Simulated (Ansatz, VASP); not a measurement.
# KI in VASP and in Ansatz

File POSCAR:

```
KI
1.0
    4.2910851346      0.0000000000      0.0000000000
    0.0000000000      4.2910851346      0.0000000000
    0.0000000000      0.0000000000      4.2910851346
K I
1 1
Direct
    0.0000000000      0.0000000000      0.0000000000
    0.5000000000      0.5000000000      0.5000000000
```

File INCAR.step1:

```
PREC     = Accurate       # precision mode
ENCUT    = 520            # plane-wave cutoff, eV
ISMEAR   = -1             # smearing method
SIGMA    = 0.5            # smearing width, eV
LREAL    = False          # projectors in reciprocal space
LASPH    = True           # aspherical terms in the spheres
NELM     = 80             # most SCF steps
NBANDS   = 15             # bands
GGA      = PE             # functional
ALGO     = Normal         # electronic algorithm
EDIFF    = 1E-4           # SCF threshold, eV
LWAVE    = True           # write WAVECAR
LCHARG   = False          # write CHGCAR
```

Contents of INCAR.step2:

```
PREC     = Accurate       # precision mode
ENCUT    = 520            # plane-wave cutoff, eV
EDIFF    = 1E-6           # SCF threshold, eV
ISMEAR   = -1             # smearing method
SIGMA    = 0.5            # smearing width, eV
LREAL    = False          # projectors in reciprocal space
LASPH    = True           # aspherical terms in the spheres
NELM     = 80             # most SCF steps
ALGO     = Normal         # electronic algorithm
ISIF     = 2              # what is computed and relaxed
LWAVE    = False          # write WAVECAR
LCHARG   = False          # write CHGCAR
METAGGA  = R2SCAN         # meta-GGA
LMIXTAU  = True         
NBANDS   = 15             # bands
ISTART   = 1
```

File KPOINTS:

```
Automatic mesh
0
Gamma
  4 4 4
```

Input for Ansatz:

```yaml
crystal:
  lattice:
    - [4.2910851346, 0.0, 0.0]
    - [0.0, 4.2910851346, 0.0]
    - [0.0, 0.0, 4.2910851346]
  atoms:
    - { symbol: K, position: [0.0, 0.0, 0.0] }
    - { symbol: I, position: [0.5, 0.5, 0.5] }
kpoints:
  mp_grid: { grid: [4, 4, 4] }
hamiltonian:
  xc: r2scan
scf:
  occupations: { method: fermi_dirac, width: 0.5 }
  n_extra_bands: 4
output:
  forces: true
  stress: true
  eigenvalues: true
```

Alike in both runs: task single point; functional r2SCAN; k mesh 4 × 4 × 4; occupations fermi-dirac, width 0.5 eV; no spin polarisation.

|  | VASP | Ansatz |
| --- | --- | --- |
| version | VASP 6.6.1 | Ansatz 0.2.0 |
| potentials or method | VASP PAW PBE potentials, release 64 (K_sv, I) | plane waves |
| plane-wave cutoff (eV) | 520 | 500 |
| valence electrons in the cell | 16 | 26 |

|  | VASP | Ansatz | Ansatz less VASP |
| --- | --- | --- | --- |
| pressure (GPa) | 0.1 | 0.1 | +0.01 |

VASP's potentials were made for PBE, not for r2SCAN. With one functional, cell and mesh, what is left measures potentials, basis and numerics. VASP's potentials hold 16 valence electrons a cell and Ansatz's 26, so a difference there can come from the potentials and not from the codes.

Neither program's run includes spin-orbit coupling.
